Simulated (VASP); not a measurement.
# Be2SO3 (P6/mmm) in VASP: relaxation of cell and atoms with PBE

Aim: the relaxation of cell and atoms of Be2SO3 with PBE.

Everything below comes from runs of VASP 6.6.1. Logs are shortened: lines on timing, memory, paths and dates and some standing lists are left out, and cuts for length are marked.

### 1 The cell of the first run

The structure is hexagonal, space group P6/mmm (No. 191). Conventional cell: a = 4.827 Å, b = 4.827 Å, c = 2.434 Å, α = 90.00°, β = 90.00°, γ = 120.00°. Within 2.5 Å of Be (site symmetry -6m2) lie 6 O at 1.85 Å and 2 Be at 2.43 Å. S (site symmetry 6/mmm) has 6 O at 2.41 Å and 2 S at 2.43 Å and 12 Be at 3.04 Å within 3.2 Å. Within 2.5 Å of O (site symmetry mmm) lie 4 Be at 1.85 Å and 2 S at 2.41 Å and 6 O at 2.41 to 2.43 Å.

The cell was generated, and may not be a known phase.

### 2 Relaxation of cell and atoms, PBE

Input file INCAR:

```
SYSTEM = Be2SO3
  PREC = Accurate
  ENCUT = 600
  EDIFF = 1E-7
  ISMEAR = 0
  SIGMA = 0.1
  LREAL = .False.
  LASPH = .True.
  NELM = 60
  ALGO = Fast
  ISIF = 3
  LWAVE = .False.
  LCHARG = .False.
  GGA = PE
  IBRION = 2
  NSW = 100
  EDIFFG = -0.01
```

Input file KPOINTS:

```
regular mesh
0
Gamma
  12 12 16
  0 0 0
```

Input file POSCAR:

```
Be2SO3
1.0
    4.8270994776      0.0000000000      0.0000000000
   -2.4135497388      4.1803907742      0.0000000000
    0.0000000000      0.0000000000      2.4342086106
Be S O
2 1 3
Direct
    0.3333333333      0.6666666667      0.5000000000
    0.6666666667      0.3333333333      0.5000000000
    0.0000000000      0.0000000000      0.0000000000
    0.5000000000      0.0000000000      0.0000000000
    0.0000000000      0.5000000000      0.0000000000
    0.5000000000      0.5000000000      0.0000000000
```

Potentials or basis: VASP PAW PBE potentials, release 64 (Be, S, O).

Started as:

```sh
cat potpaw_PBE.64/Be/POTCAR potpaw_PBE.64/S/POTCAR potpaw_PBE.64/O/POTCAR > POTCAR
mpirun -np 1 vasp_std > vasp.out
```

OUTCAR:

```text
SYSTEM = Be2SO3
   PREC = Accurate
   ENCUT = 600
   EDIFF = 1E-7
   ISMEAR = 0
   LREAL = .False.
   LASPH = .True.
   NELM = 60
   ISIF = 3
   GGA = PE
   IBRION = 2
   NSW = 100
   EDIFFG = -0.01

 ion  position               nearest neighbor table
   1  0.333  0.667  0.500-   5 1.85   5 1.85   4 1.85   4 1.85   6 1.85   6 1.85
   2  0.667  0.333  0.500-   5 1.85   5 1.85   4 1.85   4 1.85   6 1.85   6 1.85
   3  0.000  0.000  0.000-
   4  0.500  0.000  0.000-   1 1.85   2 1.85   1 1.85   2 1.85
   5  0.000  0.500  0.000-   1 1.85   2 1.85   1 1.85   2 1.85
   6  0.500  0.500  0.000-   1 1.85   2 1.85   1 1.85   2 1.85

  LATTYP: Found a hexagonal cell.
 ALAT       =     4.8270994776
 C/A-ratio  =     0.5042797692

  Lattice vectors:

 A1 = (   4.8270994776,   0.0000000000,   0.0000000000)
 A2 = (  -2.4135497388,   4.1803907742,   0.0000000000)
 A3 = (   0.0000000000,   0.0000000000,   2.4342086106)

Analysis of symmetry for initial positions (statically):
=====================================================================
 Subroutine PRICEL returns:
 Original cell was already a primitive cell.

 Routine SETGRP: Setting up the symmetry group for a
 hexagonal supercell.

 Subroutine GETGRP returns: Found 24 space group operations
 (whereof 24 operations were pure point group operations)
 out of a pool of 24 trial point group operations.

The static configuration has the point symmetry D_6h.

Analysis of symmetry for dynamics (positions and initial velocities):
=====================================================================
 Subroutine PRICEL returns:
 Original cell was already a primitive cell.

 Routine SETGRP: Setting up the symmetry group for a
 hexagonal supercell.

 Subroutine GETGRP returns: Found 24 space group operations
 (whereof 24 operations were pure point group operations)
 out of a pool of 24 trial point group operations.

The dynamic configuration has the point symmetry D_6h.

 Subroutine INISYM returns: Found 24 space group operations
 (whereof 24 operations are pure point group operations),
 and found     1 'primitive' translations

----------------------------------------------------------------------------------------

                                     Primitive cell

  volume of cell :      49.1203

  direct lattice vectors                    reciprocal lattice vectors
     4.827099478  0.000000000  0.000000000     0.207163744  0.119606043  0.000000000
    -2.413549739  4.180390774  0.000000000     0.000000000  0.239212087  0.000000000
     0.000000000  0.000000000  2.434208611     0.000000000  0.000000000  0.410811134

  length of vectors
     4.827099478  4.827099478  2.434208611     0.239212087  0.239212087  0.410811134

  position of ions in fractional coordinates (direct lattice)
     0.333333333  0.666666667  0.500000000
     0.666666667  0.333333333  0.500000000
     0.000000000  0.000000000  0.000000000
     0.500000000  0.000000000  0.000000000
     0.000000000  0.500000000  0.000000000
     0.500000000  0.500000000  0.000000000

  ion indices of the primitive-cell ions
   primitive index   ion index
                 1           1
                 2           2
                 3           3
                 4           4
                 5           5
                 6           6

----------------------------------------------------------------------------------------

 KPOINTS: regular mesh

Automatic generation of k-mesh.
 Grid dimensions read from file:
 generate k-points for:   12   12   16

 Generating k-lattice:

  Cartesian coordinates                     Fractional coordinates (reciprocal lattice)
     0.017263645  0.009967170  0.000000000     0.083333333  0.000000000  0.000000000
     0.000000000  0.019934341  0.000000000     0.000000000  0.083333333  0.000000000
     0.000000000  0.000000000  0.025675696     0.000000000  0.000000000  0.062500000

  Length of vectors
     0.019934341  0.019934341  0.025675696

  Shift w.r.t. Gamma in fractional coordinates (k-lattice)
     0.000000000  0.000000000  0.000000000

 Subroutine IBZKPT returns following result:
 ===========================================

 Found    171 irreducible k-points:

 Following reciprocal coordinates:
            Coordinates               Weight
  0.000000  0.000000  0.000000      1.000000
  0.083333  0.000000  0.000000      6.000000
  0.166667  0.000000  0.000000      6.000000
  0.250000 -0.000000  0.000000      6.000000
  0.333333  0.000000  0.000000      6.000000
  0.416667  0.000000  0.000000      6.000000
[... 16 lines left out ...]
  0.250000 -0.000000  0.062500     12.000000
  0.333333  0.000000  0.062500     12.000000
 [... further k-points ...]
   k-points           NKPTS =    171   k-points in BZ     NKDIM =    171   number of bands    NBANDS=     18
   number of dos      NEDOS =    301   number of ions     NIONS =      6
   total plane-waves  NPLWV =  32000
   dimension x,y,z NGX =    40 NGY =   40 NGZ =   20
   dimension x,y,z NGXF=    80 NGYF=   80 NGZF=   40
   ions per type =               2   1   3
   NGX,Y,Z   is equivalent  to a cutoff of  13.78, 13.78, 13.66 a.u.
   NGXF,Y,Z  is equivalent  to a cutoff of  27.55, 27.55, 27.32 a.u.
 SYSTEM =  Be2SO3
   PREC   = accura    normal or accurate (medium, high low for compatibility)
   ISTART =      0    job   : 0-new  1-cont  2-samecut
   ICHARG =      2    charge: 1-file 2-atom 10-const
   ISPIN  =      1    spin polarized calculation?
   LNONCOLLINEAR =      F non collinear calculations
   LSORBIT =      F    spin-orbit coupling
   LASPH  =      T    aspherical Exc in radial PAW
   ENCUT  =  600.0 eV  44.10 Ry    6.64 a.u.   9.64  9.64  4.86*2*pi/ulx,y,z
   NELM   =     60;   NELMIN=  2; NELMDL= -5     # of ELM steps
   EDIFF  = 0.1E-06   stopping-criterion for ELM
   LREAL  =      F    real-space projection
   EDIFFG = -.1E-01   stopping-criterion for IOM
   NSW    =    100    number of steps for IOM
   IBRION =      2    ionic relax: 0-MD 1-quasi-New 2-CG
   NFREE  =      1    steps in history (QN), initial steepest desc. (CG)
   ISIF   =      3    stress and relaxation
   ISYM   =      2    0-nonsym 1-usesym 2-fastsym
   POTIM  = 0.5000    time-step for ionic-motion
   TEBEG  =    0.0;   TEEND  =   0.0 temperature during run
   PSTRESS=    0.0 pullay stress
   NELECT =      28.0000    total number of electrons
   NUPDOWN=      -1.0000    fix difference up-down
   EMIN   =  10.00;   EMAX   =-10.00  energy-range for DOS
   EFERMI =   0.00;   METHOD = LEGACY
   ISMEAR =     0;   SIGMA  =   0.10  broadening in eV -4-tet -1-fermi 0-gaus
   EFERMI_NEDOS =   21; number of points for ismear=-14 and -15
   IALGO  =     68    algorithm
   IMIX   =      4    mixing-type and parameters
     AMIX     =   0.40;   BMIX     =  1.00
     AMIX_MAG =   1.60;   BMIX_MAG =  1.00
  volume/ion in A,a.u.               =       8.19        55.25
  Fermi-wavevector in a.u.,A,eV,Ry     =   1.357398  2.565110 25.069133  1.842529
  Thomas-Fermi vector in A             =   2.484320
   LORBIT       =      0    0 simple, 1 ext, 2 COOP (PROOUT), +10 PAW based schemes
   GGA     = PE    functional components
   LHFCALC =     F    Hartree Fock is set to
   AEXX    =    0.0000 exact exchange contribution
   IVDW    =     0    specifies the selected vdW correction
   LEPSILON=     F    determine dielectric tensor
   LRPA    =     F    only Hartree local field effects (RPA)
 conjugate gradient relaxation of ions
 non-spin polarized calculation
 RMM-DIIS sequential band-by-band and
 Gauss-broadening in eV      SIGMA  =   0.10
  energy-cutoff  :      600.00
  volume of cell :       49.12
 maximum number of plane-waves:      1666
 NGX is ok and might be reduce to    40
   NGX = 19   NGY = 19   NGZ =  9

--------------------------------------- Ionic step        1  -------------------------------------------

 number of electron      27.9999991 magnetization

 Free energy of the ion-electron system (eV)
  ---------------------------------------------------
  ext. energy  EPLUGINS =         0.00000000
  ---------------------------------------------------
  free energy    TOTEN  =       -32.20877396 eV

  energy without entropy =      -32.20180535  energy(sigma->0) =      -32.20528965

------------------------ aborting loop because EDIFF is reached ----------------------------------------

  FORCE on cell =-STRESS in cart. coord.  units (eV):
  Direction    XX          YY          ZZ          XY          YZ          ZX
  --------------------------------------------------------------------------------------
  -------------------------------------------------------------------------------------
  Total        0.0572608      0.0572608     -0.6024930      0.0000000      0.0000000     -0.0000000
  in kB        1.8676989      1.8676989    -19.6517711      0.0000000      0.0000000     -0.0000000
  external PRESSURE =      -5.3054577 kB  Pullay stress =       0.0000000 kB
[... 105 lines left out ...]
  energy  without entropy=      -32.2024508674  energy(sigma->0) =      -32.20628790

--------------------------------------- Ionic step        4  -------------------------------------------

 number of electron      27.9999992 magnetization

 Free energy of the ion-electron system (eV)
  ---------------------------------------------------
  ext. energy  EPLUGINS =         0.00000000
  ---------------------------------------------------
  free energy    TOTEN  =       -32.21018193 eV

  energy without entropy =      -32.20237478  energy(sigma->0) =      -32.20627836

 E-fermi :   6.1974     XC(G=0): -11.6560

 val. band max:        6.1816449055   @ k =   0.3333   0.0833   0.3125
 cond. band min:       6.2063253123   @ k =   0.2500  -0.0000   0.1875
 fundamental gap:      0.0246804068
 Fermi energy:         6.1973644179

 k-point     1 :       0.0000    0.0000    0.0000
  band No.  band energies     occupation
      1     -13.9593      2.00000
      2     -11.4716      2.00000
      3     -11.4716      2.00000
      4      -7.9554      2.00000
      5      -1.5429      2.00000
      6      -1.4751      2.00000
[... 10 lines left out ...]
     17      14.1401      0.00000
     18      14.1695      0.00000
[... 466 lines left out ...]
      2     -12.0986      2.00000
      3     -11.4875      2.00000
      4      -8.3991      2.00000
      5      -0.5869      2.00000
      6      -0.3887      2.00000
[... 10 lines left out ...]
     17      15.1990      0.00000
     18      15.4619      0.00000

 [... further k-points ...]

------------------------ aborting loop because EDIFF is reached ----------------------------------------

  FORCE on cell =-STRESS in cart. coord.  units (eV):
  Direction    XX          YY          ZZ          XY          YZ          ZX
  --------------------------------------------------------------------------------------
  -------------------------------------------------------------------------------------
  Total       -0.0025430     -0.0025430     -0.0048307      0.0000000      0.0000000     -0.0000000
  in kB       -0.0831345     -0.0831345     -0.1579207      0.0000000      0.0000000     -0.0000000
  external PRESSURE =      -0.1080633 kB  Pullay stress =       0.0000000 kB
[... 21 lines left out ...]
  FREE ENERGIE OF THE ION-ELECTRON SYSTEM (eV)
  ---------------------------------------------------
  free  energy   TOTEN  =       -32.2101819339 eV

  energy  without entropy=      -32.2023747828  energy(sigma->0) =      -32.20627836

 reached required accuracy - stopping structural energy minimisation
```

It took 9.1 min on 1 thread of Oxide Virtual Turin-like, shared host; peak memory 0.27 GiB.

What came out:

* Free energy: -32.2102 eV
* Relaxed volume: 8.17 Å³/atom
* Relaxed cell: a = 4.832 Å, b = 4.832 Å, c = 2.423 Å, α = 90.00°, β = 90.00°, γ = 120.00°
* Space group after relaxing (to 0.1 Å): P6/mmm (No. 191)
* Energy gained by relaxing: 0.2 meV/atom
* Ionic steps: 4
* Pressure after relaxing: 0.0 GPa
* Band gap on the k mesh: zero (bands 14 and 15 overlap by 2.47 eV)

Step by step:
| step | energy change (eV) | largest force (eV/Å) | pressure (GPa) | volume (Å³) |
| --- | --- | --- | --- | --- |
| 1 | 0.0000 | 0.0000 | -0.53 | 49.12 |
| 2 | -0.0013 | 0.0000 | 0.28 | 48.93 |
| 3 | -0.0014 | 0.0000 | 0.20 | 48.95 |
| 4 | -0.0014 | 0.0000 | -0.01 | 49.01 |

Final structure:
```
CELL_PARAMETERS angstrom
4.83244 0.00000 0.00000
-2.41622 4.18501 0.00000
0.00000 0.00000 2.42336
ATOMIC_POSITIONS crystal
Be 0.33333 0.66667 0.50000
Be 0.66667 0.33333 0.50000
S 0.00000 0.00000 0.00000
O 0.50000 0.00000 0.00000
O 0.00000 0.50000 0.00000
O 0.50000 0.50000 0.00000
```

Levels at points of the mesh, in eV from the Fermi level:
```csv
k point,band 12,band 13,band 14,band 15,band 16,band 17
"(0.00, 0.00, 0.00)",-0.02,-0.02,1.77,1.77,4.48,7.94
"(0.50, 0.00, 0.00)",-0.96,-0.61,-0.04,1.10,4.35,9.13
"(0.00, 0.00, 0.50)",-0.30,-0.30,-0.21,3.06,3.06,4.38
"(0.50, 0.00, 0.50)",-2.11,-1.56,-0.37,-0.09,2.47,6.11
```

The gap in the log of VASP goes by the Fermi energy; the results here count the filled bands.